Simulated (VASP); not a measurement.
Here is a VASP 6.6.1 calculation.

INCAR

```
SYSTEM = ZrO2
PREC = Accurate ; ENCUT = 600
EDIFF = 1E-6 ; ISMEAR = 0
SIGMA = 0.1 ; LREAL = .False.
LASPH = .True. ; NELM = 120
ALGO = Normal ; ISIF = 2
LWAVE = .False. ; LCHARG = .True.
GGA = CA ; LELF = .True.
LVHAR = .True. ; NBANDS = 19
GGA_COMPAT = .False.
```

The input KPOINTS:

```
regular mesh
0
Gamma
  6 6 6
  0 0 0
```

Contents of POSCAR:

```
ZrO2
1.0
    0.0000000000      2.5350000000      2.5350000000
    2.5350000000      0.0000000000      2.5350000000
    2.5350000000      2.5350000000      0.0000000000
Zr O
1 2
Direct
    0.0000000000      0.0000000000      0.0000000000
    0.2500000000      0.2500000000      0.2500000000
    0.7500000000      0.7500000000      0.7500000000
```

Potentials or basis: VASP PAW LDA potentials, release 64 (Zr_sv, O).

The run is started by

```bash
$ cat potpaw_LDA.64/Zr_sv/POTCAR potpaw_LDA.64/O/POTCAR > POTCAR
$ mpirun -np 1 vasp_std > vasp.out
```

Q: Estimate the band gap on the k mesh.

A: 3.26 eV, indirect (least direct gap 3.70 eV).

Q: Estimate the pressure.

A: -6.1 GPa.

A k mesh can miss the band edges.
